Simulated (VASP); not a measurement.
# TeWS4 (F-43m) in VASP: notebook

The runs below take TeWS4 through single point, relaxation of cell and atoms, with PBE.

All numbers are computed with VASP 6.6.1; they aren't measurements. Logs are shortened: lines on timing, memory, paths and dates and some standing lists are left out, and cuts for length are marked.

### 1 The cell of the first run

It takes space group F-43m (No. 216, cubic). Conventional cell: a = 7.436 Å, b = 7.436 Å, c = 7.436 Å, α = 90.00°, β = 90.00°, γ = 90.00°. Within 4.1 Å of Te (site symmetry -43m) lie 12 S at 3.09 Å and 4 W at 3.22 Å. W (site symmetry -43m) has 12 S at 3.07 Å and 4 Te at 3.22 Å within 4.0 Å. Within 3.4 Å of S (site symmetry 3m) lie 6 S at 2.55 to 2.71 Å and 3 W at 3.07 Å and 3 Te at 3.09 Å.

### 2 Single point, PBE

File INCAR:

```
ALGO = Normal
EDIFF = 1E-6
ENCUT = 520
GGA = PE
ISIF = 2
ISMEAR = 0
LASPH = T
LCHARG = F
LREAL = F
LWAVE = F
NBANDS = 31
NELM = 100
PREC = Accurate
SIGMA = 0.1
```

File KPOINTS:

```
k-points
0
Gamma
  10 10 10
```

File POSCAR:

```
TeWS4
1.0
    0.0000000000      3.7179775982      3.7179775982
    3.7179775982      0.0000000000      3.7179775982
    3.7179775982      3.7179775982      0.0000000000
Te W S
1 1 4
Direct
    0.2500000000      0.2500000000      0.2500000000
    0.0000000000      0.0000000000      0.0000000000
    0.6289252156      0.6289252156      0.6289252156
    0.6289252156      0.6289252156      0.1132243531
    0.6289252156      0.1132243531      0.6289252156
    0.1132243531      0.6289252156      0.6289252156
```

Potentials or basis: VASP PAW PBE potentials, release 64 (Te, W_sv, S).

On the command line:

```
$ cat potpaw_PBE.64/Te/POTCAR potpaw_PBE.64/W_sv/POTCAR potpaw_PBE.64/S/POTCAR > POTCAR
$ mpirun -np 1 vasp_std > vasp.out
```

OUTCAR:

```text
EDIFF = 1E-6
   ENCUT = 520
   GGA = PE
   ISIF = 2
   ISMEAR = 0
   LASPH = T
   LREAL = F
   NELM = 100
   PREC = Accurate

 ion  position               nearest neighbor table
   1  0.250  0.250  0.250-   4 3.09   5 3.09   6 3.09   3 3.09   3 3.09   3 3.09   5 3.09   4 3.09
                             6 3.09   6 3.09   4 3.09   5 3.09   2 3.22   2 3.22   2 3.22   2 3.22
   2  0.000  0.000  0.000-   4 3.07   5 3.07   4 3.07   6 3.07   5 3.07   6 3.07   3 3.07   3 3.07
                             3 3.07   5 3.07   6 3.07   4 3.07   1 3.22   1 3.22   1 3.22   1 3.22
   3  0.629  0.629  0.629-   4 2.55   5 2.55   6 2.55   4 2.71   5 2.71   6 2.71   2 3.07   2 3.07
                             2 3.07   1 3.09   1 3.09   1 3.09
   4  0.629  0.629  0.113-   3 2.55   5 2.55   6 2.55   3 2.71   5 2.71   6 2.71   2 3.07   2 3.07
                             2 3.07   1 3.09   1 3.09   1 3.09
   5  0.629  0.113  0.629-   3 2.55   4 2.55   6 2.55   4 2.71   3 2.71   6 2.71   2 3.07   2 3.07
                             2 3.07   1 3.09   1 3.09   1 3.09
   6  0.113  0.629  0.629-   3 2.55   4 2.55   5 2.55   3 2.71   4 2.71   5 2.71   2 3.07   2 3.07
                             2 3.07   1 3.09   1 3.09   1 3.09

  LATTYP: Found a face centered cubic cell.
 ALAT       =     7.4359551964

  Lattice vectors:

 A1 = (   0.0000000000,   3.7179775982,   3.7179775982)
 A2 = (   3.7179775982,   0.0000000000,   3.7179775982)
 A3 = (   3.7179775982,   3.7179775982,   0.0000000000)

Analysis of symmetry for initial positions (statically):
=====================================================================
 Subroutine PRICEL returns:
 Original cell was already a primitive cell.

 Routine SETGRP: Setting up the symmetry group for a
 face centered cubic supercell.

 Subroutine GETGRP returns: Found 24 space group operations
 (whereof 24 operations were pure point group operations)
 out of a pool of 48 trial point group operations.

The static configuration has the point symmetry T_d .

Analysis of symmetry for dynamics (positions and initial velocities):
=====================================================================
 Subroutine PRICEL returns:
 Original cell was already a primitive cell.

 Routine SETGRP: Setting up the symmetry group for a
 face centered cubic supercell.

 Subroutine GETGRP returns: Found 24 space group operations
 (whereof 24 operations were pure point group operations)
 out of a pool of 48 trial point group operations.

The dynamic configuration has the point symmetry T_d .

 Subroutine INISYM returns: Found 24 space group operations
 (whereof 24 operations are pure point group operations),
 and found     1 'primitive' translations

----------------------------------------------------------------------------------------

                                     Primitive cell

  volume of cell :     102.7899

  direct lattice vectors                    reciprocal lattice vectors
     0.000000000  3.717977598  3.717977598    -0.134481714  0.134481714  0.134481714
     3.717977598  0.000000000  3.717977598     0.134481714 -0.134481714  0.134481714
     3.717977598  3.717977598  0.000000000     0.134481714  0.134481714 -0.134481714

  length of vectors
     5.258014344  5.258014344  5.258014344     0.232929161  0.232929161  0.232929161

  position of ions in fractional coordinates (direct lattice)
     0.250000000  0.250000000  0.250000000
     0.000000000  0.000000000  0.000000000
     0.628925216  0.628925216  0.628925216
     0.628925216  0.628925216  0.113224353
     0.628925216  0.113224353  0.628925216
     0.113224353  0.628925216  0.628925216

  ion indices of the primitive-cell ions
   primitive index   ion index
                 1           1
                 2           2
                 3           3
                 4           4
                 5           5
                 6           6

----------------------------------------------------------------------------------------

 KPOINTS: k-points

Automatic generation of k-mesh.
 Grid dimensions read from file:
 generate k-points for:   10   10   10

 Generating k-lattice:

  Cartesian coordinates                     Fractional coordinates (reciprocal lattice)
    -0.013448171  0.013448171  0.013448171     0.100000000  0.000000000  0.000000000
     0.013448171 -0.013448171  0.013448171     0.000000000  0.100000000  0.000000000
     0.013448171  0.013448171 -0.013448171     0.000000000  0.000000000  0.100000000

  Length of vectors
     0.023292916  0.023292916  0.023292916

  Shift w.r.t. Gamma in fractional coordinates (k-lattice)
     0.000000000  0.000000000  0.000000000

 Subroutine IBZKPT returns following result:
 ===========================================

 Found     47 irreducible k-points:

 Following reciprocal coordinates:
            Coordinates               Weight
  0.000000  0.000000  0.000000      1.000000
  0.100000  0.000000  0.000000      8.000000
[... 61 lines left out ...]
 maximum number of plane-waves:      2790
   NGX = 19   NGY = 19   NGZ = 19

 number of electron      44.0000000 magnetization

 Free energy of the ion-electron system (eV)
  ---------------------------------------------------
  ext. energy  EPLUGINS =         0.00000000
  ---------------------------------------------------
  free energy    TOTEN  =       -24.30220139 eV

  energy without entropy =      -24.27836121  energy(sigma->0) =      -24.29028130

 E-fermi :   9.4101     XC(G=0): -11.5243

 val. band max:        9.4096393352   @ k =  -0.4000   0.4000   0.2000
 cond. band min:       9.4286886320   @ k =   0.5000   0.2000   0.1000
 fundamental gap:      0.0190492968
 Fermi energy:         9.4100929852

 k-point     1 :       0.0000    0.0000    0.0000
  band No.  band energies     occupation
      1     -65.7290      2.00000
      2     -29.8291      2.00000
      3     -29.8291      2.00000
      4     -29.8291      2.00000
      5      -7.8477      2.00000
      6      -2.7925      2.00000
[... 23 lines left out ...]
     30      11.7057      0.00000
     31      17.1449      0.00000

 k-point     2 :       0.1000    0.0000    0.0000
  band No.  band energies     occupation
      1     -65.7290      2.00000
      2     -29.8292      2.00000
      3     -29.8291      2.00000
      4     -29.8291      2.00000
      5      -7.7870      2.00000
      6      -3.0996      2.00000
[... 23 lines left out ...]
     30      11.6743      0.00000
     31      16.3501      0.00000

 k-point     3 :       0.2000    0.0000    0.0000
  band No.  band energies     occupation
      1     -65.7290      2.00000
      2     -29.8295      2.00000
      3     -29.8292      2.00000
      4     -29.8292      2.00000
      5      -7.6098      2.00000
      6      -3.7385      2.00000
[... 23 lines left out ...]
     30      11.8067      0.00000
     31      15.1538      0.00000

 k-point     4 :       0.3000    0.0000    0.0000
  band No.  band energies     occupation
      1     -65.7290      2.00000
      2     -29.8298      2.00000
      3     -29.8292      2.00000
      4     -29.8292      2.00000
      5      -7.3365      2.00000
      6      -4.4282      2.00000
[... 23 lines left out ...]
     30      12.2256      0.00000
     31      14.4975      0.00000

 k-point     5 :       0.4000    0.0000    0.0000
  band No.  band energies     occupation
      1     -65.7290      2.00000
      2     -29.8300      2.00000
      3     -29.8293      2.00000
      4     -29.8293      2.00000
      5      -7.0273      2.00000
      6      -5.0109      2.00000
[... 23 lines left out ...]
     30      12.1795      0.00000
     31      15.3667      0.00000
[... 542 lines left out ...]
     30      11.7980      0.00000
     31      15.1919      0.00000

 k-point    22 :      -0.2000    0.2000    0.0000
  band No.  band energies     occupation
      1     -65.7290      2.00000
      2     -29.8297      2.00000
      3     -29.8294      2.00000
      4     -29.8292      2.00000
      5      -7.2417      2.00000
      6      -4.4262      2.00000
[... 23 lines left out ...]
     30      12.3133      0.00000
     31      14.7988      0.00000

 k-point    23 :       0.3000    0.3000    0.0000
  band No.  band energies     occupation
      1     -65.7290      2.00000
      2     -29.8298      2.00000
      3     -29.8294      2.00000
      4     -29.8294      2.00000
      5      -7.1535      2.00000
      6      -4.4923      2.00000
[... 23 lines left out ...]
     30      12.0347      0.00000
     31      15.2926      0.00000

 k-point    24 :       0.4000    0.3000    0.0000
  band No.  band energies     occupation
      1     -65.7290      2.00000
      2     -29.8299      2.00000
      3     -29.8294      2.00000
      4     -29.8294      2.00000
      5      -6.9000      2.00000
      6      -4.8666      2.00000
[... 23 lines left out ...]
     30      12.0137      0.00000
     31      14.8682      0.00000

 [... further k-points ...]
[... 5 lines left out ...]
  --------------------------------------------------------------------------------------
  -------------------------------------------------------------------------------------
  Total       -0.0759503     -0.0759503     -0.0759503      0.0000000      0.0000000      0.0000000
  in kB       -1.1838310     -1.1838310     -1.1838310      0.0000000      0.0000000      0.0000000
  external PRESSURE =      -1.1838310 kB  Pullay stress =       0.0000000 kB

 VOLUME and BASIS-vectors are now :
 -----------------------------------------------------------------------------
  energy-cutoff  :      520.00
  volume of cell :      102.79
      direct lattice vectors                 reciprocal lattice vectors
     0.000000000  3.717977598  3.717977598    -0.134481714  0.134481714  0.134481714
     3.717977598  0.000000000  3.717977598     0.134481714 -0.134481714  0.134481714
     3.717977598  3.717977598  0.000000000     0.134481714  0.134481714 -0.134481714

 POSITION                                       TOTAL-FORCE (eV/Angst)
 -----------------------------------------------------------------------------------
      1.85899      1.85899      1.85899        -0.000000     -0.000000     -0.000000
      0.00000      0.00000      0.00000        -0.000000     -0.000000     -0.000000
      4.67666      4.67666      4.67666         0.007270      0.007270      0.007270
      2.75930      2.75930      4.67666        -0.007270     -0.007270      0.007270
      2.75930      4.67666      2.75930        -0.007270      0.007270     -0.007270
      4.67666      2.75930      2.75930         0.007270     -0.007270     -0.007270
 -----------------------------------------------------------------------------------
    total drift:                                0.000000      0.000000      0.000000

  FREE ENERGIE OF THE ION-ELECTRON SYSTEM (eV)
  ---------------------------------------------------
  free  energy   TOTEN  =       -24.3022013911 eV

  energy  without entropy=      -24.2783612129  energy(sigma->0) =      -24.29028130
```

Run time: 100 s. Hardware: 1 thread of Intel Xeon Platinum 8488C (Sapphire Rapids), shared host; peak memory 0.33 GiB.

Results:

```
Free energy            : -24.3022 eV
Pressure               : -0.1 GPa
Largest force          : 0.013 eV/Å
Band gap on the k mesh : zero (band 22 reaches 10.19 eV, above the bottom of band 23 at 9.19 eV)
```

Forces in eV/Å, atoms in the order of the input:
```
Te   0.000  0.000  0.000
W    0.000  0.000  0.000
S    0.007  0.007  0.007
S   -0.007 -0.007  0.007
S   -0.007  0.007 -0.007
S    0.007 -0.007 -0.007
```

Levels at points of the mesh, in eV from the Fermi level:
| k point | band 18 | band 19 | band 20 | band 21 | band 22 | band 23 | band 24 | band 25 | band 26 | band 27 |
| --- | --- | --- | --- | --- | --- | --- | --- | --- | --- | --- |
| (0.00, 0.00, 0.00) | -2.53 | -0.04 | 0.60 | 0.60 | 0.60 | 0.87 | 0.87 | 0.87 | 0.94 | 0.94 |
| (0.50, 0.00, 0.00) | -3.13 | -1.03 | -0.69 | -0.69 | -0.22 | 0.43 | 0.43 | 0.96 | 1.19 | 1.19 |
| (0.50, 0.50, 0.00) | -3.21 | -2.83 | -1.43 | -1.41 | -1.41 | 0.14 | 1.02 | 1.44 | 1.44 | 1.47 |

Caveat: spin-orbit coupling is left out, which moves the levels of the heavy elements.

### 3 Relaxation of cell and atoms, PBE

File INCAR:

```
SYSTEM = TeWS4
PREC = Accurate
ENCUT = 600
EDIFF = 1E-6
ISMEAR = 0
SIGMA = 0.1
LREAL = .FALSE.
LASPH = .TRUE.
NELM = 100
ALGO = Normal
ISIF = 3
LWAVE = .FALSE.
LCHARG = .FALSE.
GGA = PE
IBRION = 2
NSW = 100
EDIFFG = -0.01
```

File KPOINTS:

```
regular mesh
0
G
  10 10 10
  0 0 0
```

File POSCAR:

```
TeWS4
1.0
    0.0000000000      3.7189440637      3.7189440637
    3.7189440637      0.0000000000      3.7189440637
    3.7189440637      3.7189440637      0.0000000000
Te W S
1 1 4
Direct
    0.2500000000      0.2500000000      0.2500000000
    0.0000000000      0.0000000000      0.0000000000
    0.6274978015      0.6274978015      0.6274978015
    0.6274978015      0.6274978015      0.1175065955
    0.6274978015      0.1175065955      0.6274978015
    0.1175065955      0.6274978015      0.6274978015
```

Potentials or basis: VASP PAW PBE potentials, release 64 (Te, W_sv, S).

On the command line:

```
$ cat potpaw_PBE.64/Te/POTCAR potpaw_PBE.64/W_sv/POTCAR potpaw_PBE.64/S/POTCAR > POTCAR
$ mpirun -np 1 vasp_std > vasp.out
```

Wall time 6.1 min (1 thread of Intel Xeon Platinum 8488C (Sapphire Rapids), shared host); peak memory 0.37 GiB.

The run converged. Its results:

| Quantity | Value |
| --- | --- |
| Free energy | -24.3031 eV |
| Relaxed volume | 17.12 Å³/atom |
| Relaxed cell | a = 5.257 Å, b = 5.257 Å, c = 5.257 Å, α = 60.00°, β = 60.00°, γ = 60.00° |
| Space group after relaxing (to 0.05 Å) | F-43m (No. 216) |
| Energy gained by relaxing | 1.4 meV/atom |
| Ionic steps | 5 |
| Pressure after relaxing | 0.0 GPa |
| Band gap on the k mesh | zero (band 22 reaches 10.20 eV, above the bottom of band 23 at 9.20 eV) |

The path:
```tsv
step	energy change (eV)	largest force (eV/Å)	pressure (GPa)	volume (Å³)
1	0.0000	0.2119	-0.29	102.87
2	-0.0065	0.0972	0.20	102.42
3	-0.0074	0.0321	0.48	102.17
4	-0.0083	0.0102	-0.13	102.87
5	-0.0084	0.0008	0.00	102.72
```

Final structure:
```
CELL_PARAMETERS angstrom
0.00000 3.71708 3.71708
3.71708 0.00000 3.71708
3.71708 3.71708 0.00000
ATOMIC_POSITIONS crystal
Te 0.25000 0.25000 0.25000
W 0.00000 0.00000 0.00000
S 0.62901 0.62901 0.62901
S 0.62901 0.62901 0.11297
S 0.62901 0.11297 0.62901
S 0.11297 0.62901 0.62901
```

Levels at points of the mesh, in eV from the Fermi level:
```tsv
k point	band 19	band 20	band 21	band 22	band 23	band 24	band 25	band 26
(0.00, 0.00, 0.00)	-0.04	0.60	0.60	0.60	0.87	0.87	0.87	0.94
(0.50, 0.00, 0.00)	-1.03	-0.69	-0.69	-0.22	0.43	0.43	0.97	1.19
(0.50, 0.50, 0.00)	-2.84	-1.43	-1.41	-1.41	0.14	1.03	1.44	1.47
```

Caveat: spin-orbit coupling is left out, which moves the levels of the heavy elements.

### 4 Single point, PBE

File INCAR:

```
PREC = Accurate ; ENCUT = 520
EDIFF = 1E-6 ; ISMEAR = 0
SIGMA = 0.1 ; LREAL = False
LASPH = True ; NELM = 100
ALGO = Normal ; ISIF = 2
LWAVE = False ; LCHARG = False
GGA = PE ; NBANDS = 31
```

File KPOINTS:

```
regular mesh
0
Gamma
  4 4 4
```

File POSCAR:

```
TeWS4
1.0
    0.0000000000      3.7189440637      3.7189440637
    3.7189440637      0.0000000000      3.7189440637
    3.7189440637      3.7189440637      0.0000000000
Te W S
1 1 4
Direct
    0.7500000000      0.7500000000      0.7500000000
    0.0000000000      0.0000000000      0.0000000000
    0.3725021985      0.3725021985      0.8824934045
    0.8824934045      0.3725021985      0.3725021985
    0.3725021985      0.3725021985      0.3725021985
    0.3725021985      0.8824934045      0.3725021985
```

On the command line:

```
$ cat potpaw_PBE.64/Te/POTCAR potpaw_PBE.64/W_sv/POTCAR potpaw_PBE.64/S/POTCAR > POTCAR
$ mpirun -np 1 vasp_std > vasp.out
```

Wall time 76 s (1 thread of AMD EPYC 7R43 (Zen 3), shared host); peak memory 0.21 GiB.

Results (log left out):

```yaml
Free_energy: -24.1710 eV
Pressure: 0.1 GPa
Largest_force: 0.009 eV/Å
Band_gap_on_the_k_mesh: zero (band 22 reaches 9.92 eV, above the bottom of band 23 at 9.20 eV)
```

Forces in eV/Å, atoms in the order of the input:
```
Te   0.000  0.000  0.000
W    0.000  0.000  0.000
S    0.005  0.005 -0.005
S   -0.005  0.005  0.005
S   -0.005 -0.005 -0.005
S    0.005 -0.005  0.005
```

Levels at points of the mesh, in eV from the Fermi level:
| k point | band 18 | band 19 | band 20 | band 21 | band 22 | band 23 | band 24 | band 25 | band 26 | band 27 |
| --- | --- | --- | --- | --- | --- | --- | --- | --- | --- | --- |
| (0.00, 0.00, 0.00) | -2.42 | 0.06 | 0.61 | 0.61 | 0.61 | 0.98 | 0.98 | 0.98 | 0.98 | 0.98 |
| (0.50, 0.00, 0.00) | -3.10 | -1.01 | -0.62 | -0.62 | -0.20 | 0.48 | 0.48 | 1.08 | 1.26 | 1.26 |
| (0.50, 0.50, 0.00) | -2.99 | -2.58 | -1.40 | -1.40 | -1.40 | 0.16 | 1.04 | 1.46 | 1.58 | 1.58 |

Caveat: the k points lie up to 0.37 Å⁻¹ apart; spin-orbit coupling is left out, which moves the levels of the heavy elements.

### 5 Single point, PBE

This run uses another cell than the first one, of 21.94 Å³/atom, 1.280 times its volume.

File INCAR:

```
SYSTEM = TeWS4
PREC = Accurate
ENCUT = 520
EDIFF = 1E-6
ISMEAR = 0
SIGMA = 0.1
LREAL = .FALSE.
LASPH = .TRUE.
NELM = 60
ALGO = Normal
ISIF = 2
LWAVE = .FALSE.
LCHARG = .FALSE.
GGA = PE
NBANDS = 31
```

File KPOINTS:

```
Automatic mesh
0
G
  4 4 4
  0 0 0
```

File POSCAR:

```
TeWS4
1.0
    0.0000000000      4.0372791200      4.0372791200
    4.0372791200      0.0000000000      4.0372791200
    4.0372791200      4.0372791200      0.0000000000
Te W S
1 1 4
Direct
    0.7500000000      0.7500000000      0.7500000000
    0.0000000000      0.0000000000      0.0000000000
    0.3748620500      0.3748620500      0.8754138400
    0.8754138400      0.3748620500      0.3748620500
    0.3748620500      0.3748620500      0.3748620500
    0.3748620500      0.8754138400      0.3748620500
```

On the command line:

```
$ cat potpaw_PBE.64/Te/POTCAR potpaw_PBE.64/W_sv/POTCAR potpaw_PBE.64/S/POTCAR > POTCAR
$ mpirun -np 1 vasp_std > vasp.out
```

Run time: 91 s. Hardware: 1 thread of AMD EPYC 7R43 (Zen 3), shared host; peak memory 0.21 GiB.

The run converged. Its results:

- Free energy: -22.6554 eV
- Pressure: -13.4 GPa
- Largest force: 0.274 eV/Å
- Band gap on the k mesh: zero (band 22 reaches 6.40 eV, above the bottom of band 23 at 5.90 eV)

Forces on the atoms (eV/Å):
```
Te   0.000  0.000  0.000
W    0.000  0.000  0.000
S    0.158  0.158 -0.158
S   -0.158  0.158  0.158
S   -0.158 -0.158 -0.158
S    0.158 -0.158  0.158
```

Levels at points of the mesh, in eV from the Fermi level:
| k point | band 18 | band 19 | band 20 | band 21 | band 22 | band 23 | band 24 | band 25 | band 26 | band 27 |
| --- | --- | --- | --- | --- | --- | --- | --- | --- | --- | --- |
| (0.00, 0.00, 0.00) | -1.66 | -0.23 | 0.47 | 0.47 | 0.47 | 0.61 | 0.61 | 0.61 | 0.65 | 0.65 |
| (0.50, 0.00, 0.00) | -2.13 | -1.10 | -0.39 | -0.39 | -0.21 | 0.33 | 0.33 | 0.66 | 0.83 | 0.83 |
| (0.50, 0.50, 0.00) | -2.04 | -1.96 | -1.00 | -0.98 | -0.98 | 0.03 | 0.58 | 0.89 | 1.11 | 1.11 |

Caveat: spin-orbit coupling is left out, which moves the levels of the heavy elements.

### 6 The runs side by side

| task | cell | k mesh | cutoff (eV) | gap on the mesh (eV) | pressure (GPa) | largest force (eV/Å) |
| --- | --- | --- | --- | --- | --- | --- |
| single point | a = 5.258 Å, angles 60.0°, 6 atoms | 10 × 10 × 10 | 520 | none | -0.1 | 0.01 |
| relaxation of cell and atoms | relaxed from a = 5.259 Å, angles 60.0°, 6 atoms | 10 × 10 × 10 | 600 | none | 0.0 | - |
| single point | a = 5.259 Å, angles 60.0°, 6 atoms | 4 × 4 × 4 | 520 | none | 0.1 | 0.01 |
| single point | a = 5.710 Å, angles 60.0°, 6 atoms | 4 × 4 × 4 | 520 | none | -13.4 | 0.27 |

Some of these runs hold the atoms at other places in the same cell, which the table doesn't show; runs alike in all that it shows share one row.

Alike in all rows: level PBE; potentials or basis VASP PAW PBE potentials, release 64 (Te, W_sv, S); no spin polarisation; smearing gaussian 0.1 eV.

Caveats: some runs use coarse meshes; spin-orbit coupling is left out, which moves the levels of the heavy elements.

Total energies depend on the potentials used, so only differences within one code and one set of settings carry meaning.
